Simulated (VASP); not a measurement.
# Ta (P6_3/mmc) in VASP: notebook

The runs below take Ta through single point, with LDA.

All numbers are computed with VASP 6.6.1; they aren't measurements. Logs are shortened: lines on timing, memory, paths and dates and some standing lists are left out, and cuts for length are marked.

## 1. The cell of the first run

Symmetry: P6_3/mmc, No. 194, hexagonal system. The conventional cell has a = 2.836 Å, b = 2.836 Å, c = 5.076 Å, α = 90.00°, β = 90.00°, γ = 120.00°. Ta (site symmetry -6m2) has 12 Ta at 2.84 to 3.02 Å within 3.7 Å.

This isn't the form of Ta at room conditions, which is bcc.

## 2. Single point, LDA

File INCAR:

```
SYSTEM = Ta
PREC = Accurate
ENCUT = 520
EDIFF = 1E-7
ISMEAR = -1
SIGMA = 0.1
LREAL = .False.
LASPH = .True.
NELM = 80
ALGO = Normal
ISIF = 2
LWAVE = .False.
LCHARG = .False.
NBANDS = 18
```

File KPOINTS:

```
regular mesh
0
Gamma
  21 21 10
  0 0 0
```

File POSCAR:

```
Ta
1.0
    2.8355540233      0.0000000000      0.0000000000
   -1.4177770117      2.4556618179      0.0000000000
    0.0000000000      0.0000000000      5.0757797665
Ta
2
Direct
    0.3333333333      0.6666666667      0.2500000000
    0.6666666667      0.3333333333      0.7500000000
```

Potentials or basis: VASP PAW LDA potentials, release 64 (Ta_pv).

The run is started by

```sh
cat potpaw_LDA.64/Ta_pv/POTCAR > POTCAR
mpirun -np 1 vasp_std > vasp.out
```

OUTCAR:

```text
SYSTEM = Ta
   PREC = Accurate
   ENCUT = 520
   EDIFF = 1E-7
   ISMEAR = -1
   LREAL = .False.
   LASPH = .True.
   NELM = 80
   ISIF = 2

 ion  position               nearest neighbor table
   1  0.333  0.667  0.250-   2 3.02   2 3.02   2 3.02   2 3.02   2 3.02   2 3.02
   2  0.667  0.333  0.750-   1 3.02   1 3.02   1 3.02   1 3.02   1 3.02   1 3.02

  LATTYP: Found a hexagonal cell.
 ALAT       =     2.8355540233
 C/A-ratio  =     1.7900486906

  Lattice vectors:

 A1 = (   2.8355540233,   0.0000000000,   0.0000000000)
 A2 = (  -1.4177770117,   2.4556618179,   0.0000000000)
 A3 = (   0.0000000000,   0.0000000000,   5.0757797665)

Analysis of symmetry for initial positions (statically):
=====================================================================
 Subroutine PRICEL returns:
 Original cell was already a primitive cell.

 Routine SETGRP: Setting up the symmetry group for a
 hexagonal supercell.

 Subroutine GETGRP returns: Found 24 space group operations
 (whereof 12 operations were pure point group operations)
 out of a pool of 24 trial point group operations.

The static configuration has the point symmetry D_3d.
 The point group associated with its full space group is D_6h.

Analysis of symmetry for dynamics (positions and initial velocities):
=====================================================================
 Subroutine PRICEL returns:
 Original cell was already a primitive cell.

 Routine SETGRP: Setting up the symmetry group for a
 hexagonal supercell.

 Subroutine GETGRP returns: Found 24 space group operations
 (whereof 12 operations were pure point group operations)
 out of a pool of 24 trial point group operations.

The dynamic configuration has the point symmetry D_3d.
 The point group associated with its full space group is D_6h.

 Subroutine INISYM returns: Found 24 space group operations
 (whereof 12 operations are pure point group operations),
 and found     1 'primitive' translations

----------------------------------------------------------------------------------------

                                     Primitive cell

  volume of cell :      35.3435

  direct lattice vectors                    reciprocal lattice vectors
     2.835554023  0.000000000  0.000000000     0.352664767  0.203611098  0.000000000
    -1.417777012  2.455661818  0.000000000     0.000000000  0.407222197  0.000000000
     0.000000000  0.000000000  5.075779767     0.000000000  0.000000000  0.197014064

  length of vectors
     2.835554023  2.835554023  5.075779767     0.407222197  0.407222197  0.197014064

  position of ions in fractional coordinates (direct lattice)
     0.333333333  0.666666667  0.250000000
     0.666666667  0.333333333  0.750000000

  ion indices of the primitive-cell ions
   primitive index   ion index
                 1           1
                 2           2

----------------------------------------------------------------------------------------

 KPOINTS: regular mesh

Automatic generation of k-mesh.
 Grid dimensions read from file:
 generate k-points for:   21   21   10

 Generating k-lattice:

  Cartesian coordinates                     Fractional coordinates (reciprocal lattice)
     0.016793560  0.009695767  0.000000000     0.047619048  0.000000000  0.000000000
     0.000000000  0.019391533  0.000000000     0.000000000  0.047619048  0.000000000
     0.000000000  0.000000000  0.019701406     0.000000000  0.000000000  0.100000000

  Length of vectors
     0.019391533  0.019391533  0.019701406

  Shift w.r.t. Gamma in fractional coordinates (k-lattice)
     0.000000000  0.000000000  0.000000000

 Subroutine IBZKPT returns following result:
 ===========================================

 Found    288 irreducible k-points:

 Following reciprocal coordinates:
            Coordinates               Weight
  0.000000  0.000000  0.000000      1.000000
  0.047619 -0.000000  0.000000      6.000000
  0.095238 -0.000000  0.000000      6.000000
  0.142857 -0.000000  0.000000      6.000000
  0.190476 -0.000000  0.000000      6.000000
  0.238095 -0.000000  0.000000      6.000000
[... 16 lines left out ...]
  0.142857  0.095238  0.000000     12.000000
  0.190476  0.095238  0.000000     12.000000
 [... further k-points ...]
   k-points           NKPTS =    288   k-points in BZ     NKDIM =    288   number of bands    NBANDS=     18
   number of dos      NEDOS =    301   number of ions     NIONS =      2
   total plane-waves  NPLWV =  23040
   dimension x,y,z NGX =    24 NGY =   24 NGZ =   40
   dimension x,y,z NGXF=    48 NGYF=   48 NGZF=   80
   ions per type =               2
   NGX,Y,Z   is equivalent  to a cutoff of  14.07, 14.07, 13.10 a.u.
   NGXF,Y,Z  is equivalent  to a cutoff of  28.14, 28.14, 26.20 a.u.
 SYSTEM =  Ta
   PREC   = accura    normal or accurate (medium, high low for compatibility)
   ISTART =      0    job   : 0-new  1-cont  2-samecut
   ICHARG =      2    charge: 1-file 2-atom 10-const
   ISPIN  =      1    spin polarized calculation?
   LNONCOLLINEAR =      F non collinear calculations
   LSORBIT =      F    spin-orbit coupling
   LASPH  =      T    aspherical Exc in radial PAW
   ENCUT  =  520.0 eV  38.22 Ry    6.18 a.u.   5.27  5.27  9.44*2*pi/ulx,y,z
   NELM   =     80;   NELMIN=  2; NELMDL= -5     # of ELM steps
   EDIFF  = 0.1E-06   stopping-criterion for ELM
   LREAL  =      F    real-space projection
   EDIFFG = 0.1E-05   stopping-criterion for IOM
   NSW    =      0    number of steps for IOM
   IBRION =     -1    ionic relax: 0-MD 1-quasi-New 2-CG
   NFREE  =      0    steps in history (QN), initial steepest desc. (CG)
   ISIF   =      2    stress and relaxation
   ISYM   =      2    0-nonsym 1-usesym 2-fastsym
   POTIM  = 0.5000    time-step for ionic-motion
   TEBEG  =    0.0;   TEEND  =   0.0 temperature during run
   PSTRESS=    0.0 pullay stress
   NELECT =      22.0000    total number of electrons
   NUPDOWN=      -1.0000    fix difference up-down
   EMIN   =  10.00;   EMAX   =-10.00  energy-range for DOS
   EFERMI =   0.00;   METHOD = LEGACY
   ISMEAR =    -1;   SIGMA  =   0.10  broadening in eV -4-tet -1-fermi 0-gaus
   EFERMI_NEDOS =   21; number of points for ismear=-14 and -15
   IALGO  =     38    algorithm
   IMIX   =      4    mixing-type and parameters
     AMIX     =   0.40;   BMIX     =  1.00
     AMIX_MAG =   1.60;   BMIX_MAG =  1.00
  volume/ion in A,a.u.               =      17.67       119.25
  Fermi-wavevector in a.u.,A,eV,Ry     =   1.397803  2.641465 26.583788  1.953853
  Thomas-Fermi vector in A             =   2.521023
   LORBIT       =      0    0 simple, 1 ext, 2 COOP (PROOUT), +10 PAW based schemes
   GGA     = CA    functional components
   LHFCALC =     F    Hartree Fock is set to
   AEXX    =    0.0000 exact exchange contribution
   IVDW    =     0    specifies the selected vdW correction
   LEPSILON=     F    determine dielectric tensor
   LRPA    =     F    only Hartree local field effects (RPA)
 non-spin polarized calculation
  energy-cutoff  :      520.00
  volume of cell :       35.34
 maximum number of plane-waves:       968
 NGX is ok and might be reduce to    24
   NGX = 11   NGY = 11   NGZ = 19

 number of electron      21.9999999 magnetization

 Free energy of the ion-electron system (eV)
  ---------------------------------------------------
  ext. energy  EPLUGINS =         0.00000000
  ---------------------------------------------------
  free energy    TOTEN  =       -25.08323125 eV

  energy without entropy =      -25.00402098  energy(sigma->0) =      -25.04362611

 E-fermi :   5.9810     XC(G=0): -12.8797

 val. band max:        5.9735018265   @ k =   0.1905   0.0952   0.3000
 cond. band min:       5.9867708117   @ k =   0.1429  -0.0000   0.5000
 fundamental gap:      0.0132689852
 Fermi energy:         5.9810259335

 k-point     1 :       0.0000    0.0000    0.0000
  band No.  band energies     occupation
      1     -28.3984      2.00000
      2     -27.3857      2.00000
      3     -27.2361      2.00000
      4     -27.2361      2.00000
      5     -27.1369      2.00000
      6     -27.1369      2.00000
[... 10 lines left out ...]
     17      11.4265      0.00000
     18      11.4265      0.00000

 k-point     2 :       0.0476   -0.0000    0.0000
  band No.  band energies     occupation
      1     -28.3893      2.00000
      2     -27.3865      2.00000
      3     -27.2664      2.00000
      4     -27.2442      2.00000
      5     -27.1681      2.00000
      6     -27.1424      2.00000
[... 10 lines left out ...]
     17      11.4698      0.00000
     18      11.6524      0.00000

 k-point     3 :       0.0952   -0.0000    0.0000
  band No.  band energies     occupation
      1     -28.3624      2.00000
      2     -27.3892      2.00000
      3     -27.3543      2.00000
      4     -27.2677      2.00000
      5     -27.2576      2.00000
      6     -27.1584      2.00000
[... 10 lines left out ...]
     17      11.5736      0.00000
     18      12.2101      0.00000

 k-point     4 :       0.1429   -0.0000    0.0000
  band No.  band energies     occupation
      1     -28.3192      2.00000
      2     -27.4909      2.00000
      3     -27.3950      2.00000
      4     -27.3944      2.00000
      5     -27.3039      2.00000
      6     -27.1839      2.00000
[... 10 lines left out ...]
     17      11.6900      0.00000
     18      12.9343      0.00000

 k-point     5 :       0.1905   -0.0000    0.0000
  band No.  band energies     occupation
      1     -28.2618      2.00000
      2     -27.6627      2.00000
      3     -27.5646      2.00000
      4     -27.4031      2.00000
      5     -27.3489      2.00000
      6     -27.2168      2.00000
[... 10 lines left out ...]
     17      11.7850      0.00000
     18      13.7262      0.00000

 k-point     6 :       0.2381   -0.0000    0.0000
  band No.  band energies     occupation
      1     -28.1936      2.00000
      2     -27.8531      2.00000
      3     -27.7494      2.00000
      4     -27.4164      2.00000
      5     -27.3986      2.00000
      6     -27.2542      2.00000
[... 10 lines left out ...]
     17      11.8457      0.00000
     18      14.5219      0.00000

 k-point     7 :       0.2857   -0.0000    0.0000
  band No.  band energies     occupation
      1     -28.1182      2.00000
      2     -28.0443      2.00000
      3     -27.9324      2.00000
      4     -27.4484      2.00000
      5     -27.4350      2.00000
      6     -27.2928      2.00000
[... 10 lines left out ...]
     17      11.8736      0.00000
     18      14.5064      0.00000

 k-point     8 :       0.3333   -0.0000    0.0000
  band No.  band energies     occupation
      1     -28.2195      2.00000
      2     -28.0985      2.00000
      3     -28.0407      2.00000
      4     -27.4941      2.00000
      5     -27.4595      2.00000
      6     -27.3288      2.00000
[... 10 lines left out ...]
     17      11.8774      0.00000
     18      14.3302      0.00000
[... 229 lines left out ...]
     17      12.5670      0.00000
     18      14.6664      0.00000

 k-point    20 :       0.4286    0.0476    0.0000
  band No.  band energies     occupation
      1     -28.4918      2.00000
      2     -28.3548      2.00000
      3     -27.8779      2.00000
      4     -27.5857      2.00000
      5     -27.5320      2.00000
      6     -27.4073      2.00000
[... 10 lines left out ...]
     17      13.3604      0.00000
     18      14.7801      0.00000

 k-point    21 :       0.4762    0.0476    0.0000
  band No.  band energies     occupation
      1     -28.5182      2.00000
      2     -28.3793      2.00000
      3     -27.8580      2.00000
      4     -27.5932      2.00000
      5     -27.5434      2.00000
      6     -27.4134      2.00000
[... 10 lines left out ...]
     17      13.8567      0.00000
     18      14.3660      0.00000

 k-point    22 :       0.0952    0.0952    0.0000
  band No.  band energies     occupation
      1     -28.2941      2.00000
      2     -27.5463      2.00000
      3     -27.4887      2.00000
      4     -27.3980      2.00000
      5     -27.3118      2.00000
      6     -27.2148      2.00000
[... 10 lines left out ...]
     17      11.5802      0.00000
     18      13.4096      0.00000

 k-point    23 :       0.1429    0.0952    0.0000
  band No.  band energies     occupation
      1     -28.2382      2.00000
      2     -27.6956      2.00000
      3     -27.6434      2.00000
      4     -27.4073      2.00000
      5     -27.3633      2.00000
      6     -27.2580      2.00000
[... 10 lines left out ...]
     17      11.5682      0.00000
     18      14.1996      0.00000

 k-point    24 :       0.1905    0.0952    0.0000
  band No.  band energies     occupation
      1     -28.1716      2.00000
      2     -27.8687      2.00000
      3     -27.8038      2.00000
      4     -27.4243      2.00000
      5     -27.4212      2.00000
      6     -27.3042      2.00000
[... 10 lines left out ...]
     17      11.5543      0.00000
     18      14.7465      0.00000

 [... further k-points ...]

------------------------ aborting loop because EDIFF is reached ----------------------------------------

  FORCE on cell =-STRESS in cart. coord.  units (eV):
  Direction    XX          YY          ZZ          XY          YZ          ZX
  --------------------------------------------------------------------------------------
  -------------------------------------------------------------------------------------
  Total        0.2710169      0.2710169      0.1138286     -0.0000000      0.0000000     -0.0000000
  in kB       12.2856391     12.2856391      5.1600344     -0.0000000      0.0000000     -0.0000000
  external PRESSURE =       9.9104376 kB  Pullay stress =       0.0000000 kB

 VOLUME and BASIS-vectors are now :
 -----------------------------------------------------------------------------
  energy-cutoff  :      520.00
  volume of cell :       35.34
      direct lattice vectors                 reciprocal lattice vectors
     2.835554023  0.000000000  0.000000000     0.352664767  0.203611098  0.000000000
    -1.417777012  2.455661818  0.000000000     0.000000000  0.407222197  0.000000000
     0.000000000  0.000000000  5.075779767     0.000000000  0.000000000  0.197014064

 POSITION                                       TOTAL-FORCE (eV/Angst)
 -----------------------------------------------------------------------------------
     -0.00000      1.63711      1.26894         0.000000     -0.000000      0.000000
      1.41778      0.81855      3.80683        -0.000000      0.000000      0.000000
 -----------------------------------------------------------------------------------
    total drift:                               -0.000000      0.000000     -0.000000

  FREE ENERGIE OF THE ION-ELECTRON SYSTEM (eV)
  ---------------------------------------------------
  free  energy   TOTEN  =       -25.0832312492 eV

  energy  without entropy=      -25.0040209800  energy(sigma->0) =      -25.04362611
```

Run time: 3 min. Hardware: 1 thread of Intel Xeon 8259CL, shared host; peak memory 0.26 GiB.

What came out:

```
Free energy            : -25.0832 eV
Pressure               : 1.0 GPa
Band gap on the k mesh : zero (bands 11 and 12 overlap by 2.62 eV)
```

Levels at points of the mesh, in eV from the Fermi level:
```
           k point  band 9  band 10  band 11  band 12  band 13  band 14
(0.00, 0.00, 0.00)   -0.73     0.18     0.56     0.56     1.16     1.16
(0.00, 0.00, 0.50)   -1.27    -1.27     0.62     0.62     0.62     0.62
```

Caveat: spin-orbit coupling is left out, which moves the levels of the heavy elements.

## 3. Single point, LDA, non-collinear spin, zero start, spin-orbit coupling

File INCAR:

```
ALGO = Normal
EDIFF = 1E-7
ENCUT = 520
GGA = CA
GGA_COMPAT = False
ISIF = 2
ISMEAR = -1
LASPH = True
LCHARG = False
LMAXMIX = 4
LORBIT = 11
LORBMOM = True
LREAL = False
LSORBIT = True
LWAVE = False
MAGMOM = 0 0 0 0 0 0
NBANDS = 34
NELM = 150
PREC = Accurate
SIGMA = 0.1
```

File KPOINTS:

```
k-points
0
Gamma
  13 13 6
```

POSCAR is that of step 2.

Potentials or basis: VASP PAW LDA potentials, release 64 (Ta_pv).

The run is started by

```sh
cat potpaw_LDA.64/Ta_pv/POTCAR > POTCAR
mpirun -np 1 vasp_ncl > vasp.out
```

OUTCAR:

```text
EDIFF = 1E-7
   ENCUT = 520
   GGA = CA
   ISIF = 2
   ISMEAR = -1
   LASPH = True
   LORBIT = 11
   LREAL = False
   LSORBIT = True
   NELM = 150
   PREC = Accurate

 ion  position               nearest neighbor table
   1  0.333  0.667  0.250-   2 3.02   2 3.02   2 3.02   2 3.02   2 3.02   2 3.02
   2  0.667  0.333  0.750-   1 3.02   1 3.02   1 3.02   1 3.02   1 3.02   1 3.02

  LATTYP: Found a hexagonal cell.
 ALAT       =     2.8355540233
 C/A-ratio  =     1.7900486906

  Lattice vectors:

 A1 = (   2.8355540233,   0.0000000000,   0.0000000000)
 A2 = (  -1.4177770117,   2.4556618179,   0.0000000000)
 A3 = (   0.0000000000,   0.0000000000,   5.0757797665)
[... 1185 lines left out ...]
    -0.0191455    -0.0047191     0.0000000    -0.0047191     0.0000000
 l=   3
     0.0000000     0.0000000     0.0000000     0.0000000     0.0000000     0.0000000     0.0000000
     0.0000000     0.0000000     0.0000000     0.0000000     0.0000000     0.0000000     0.0000000
     0.0000000     0.0000000     0.0000000     0.0000000     0.0000000     0.0000000     0.0000000
     0.0000000     0.0000000     0.0000000     0.0000000     0.0000000     0.0000000     0.0000000
     0.0000000     0.0000000     0.0000000     0.0000000     0.0000000     0.0000000     0.0000000
     0.0000000     0.0000000     0.0000000     0.0000000     0.0000000     0.0000000     0.0000000
     0.0000000     0.0000000     0.0000000     0.0000000     0.0000000     0.0000000     0.0000000

 total charge

# of ion       s       p       d       tot
------------------------------------------
    1        0.388   6.165   2.465   9.018
    2        0.388   6.165   2.465   9.018
--------------------------------------------------
tot          0.776  12.331   4.930  18.037

 magnetization (x)

# of ion       s       p       d       tot
------------------------------------------
    1        0.000  -0.000   0.000  -0.000
    2        0.000  -0.000   0.000  -0.000
--------------------------------------------------
tot          0.000  -0.000   0.000  -0.000

 magnetization (y)

# of ion       s       p       d       tot
------------------------------------------
    1        0.000   0.000   0.000   0.000
    2        0.000   0.000   0.000   0.000
--------------------------------------------------
tot          0.000   0.000   0.000   0.000

 magnetization (z)

# of ion       s       p       d       tot
------------------------------------------
    1        0.000   0.000   0.000   0.000
    2        0.000   0.000   0.000   0.000
--------------------------------------------------
tot          0.000   0.000   0.000   0.000
```

OSZICAR:

```text
N       E                     dE             d eps       ncg     rms          rms(c)
DAV:   1     0.211926378896E+03    0.21193E+03   -0.12073E+04  5720   0.136E+03
DAV:   2    -0.188782371465E+02   -0.23080E+03   -0.22305E+03  6482   0.417E+02
DAV:   3    -0.273807523171E+02   -0.85025E+01   -0.81843E+01  6958   0.763E+01
DAV:   4    -0.275197033845E+02   -0.13895E+00   -0.13765E+00  6652   0.912E+00
DAV:   5    -0.275220872089E+02   -0.23838E-02   -0.23781E-02  7004   0.101E+00    0.195E+01
DAV:   6    -0.268027547202E+02    0.71933E+00   -0.74347E-01  6414   0.775E+00    0.943E+00
DAV:   7    -0.265769749767E+02    0.22578E+00   -0.59048E-01  6620   0.649E+00    0.167E+00
DAV:   8    -0.265749506323E+02    0.20243E-02   -0.66284E-03  7048   0.675E-01    0.343E-01
DAV:   9    -0.265726041024E+02    0.23465E-02   -0.27010E-03  6526   0.538E-01    0.486E-02
DAV:  10    -0.265726033777E+02    0.72466E-06   -0.81602E-05  6742   0.754E-02    0.354E-02
DAV:  11    -0.265726059268E+02   -0.25491E-05   -0.77184E-06  6938   0.226E-02    0.110E-02
DAV:  12    -0.265726061860E+02   -0.25920E-06   -0.31993E-07  6376   0.470E-03    0.424E-03
DAV:  13    -0.265726061317E+02    0.54272E-07   -0.84436E-08  4112   0.267E-03
   1 F= -.26572606E+02 E0= -.26530784E+02  d E =-.836448E-01  mag=     0.0000     0.0000     0.0000
```

Wall time 5.6 min (1 thread of Intel Xeon 8259CL, shared host); peak memory 0.3 GiB.

What came out:

- Free energy: -26.5726 eV
- Pressure: 0.5 GPa
- Net moment: 0.00 μB per cell
- Valence electrons inside the program's atomic spheres: Ta 9.02

Stress tensor (GPa, compression positive):
```
0.69 0.00 0.00
0.00 0.69 0.00
0.00 0.00 0.26
```

Moments on the atoms (μB; x, y, z):
```
Ta  0.00 0.00 0.00
Ta  0.00 0.00 0.00
```
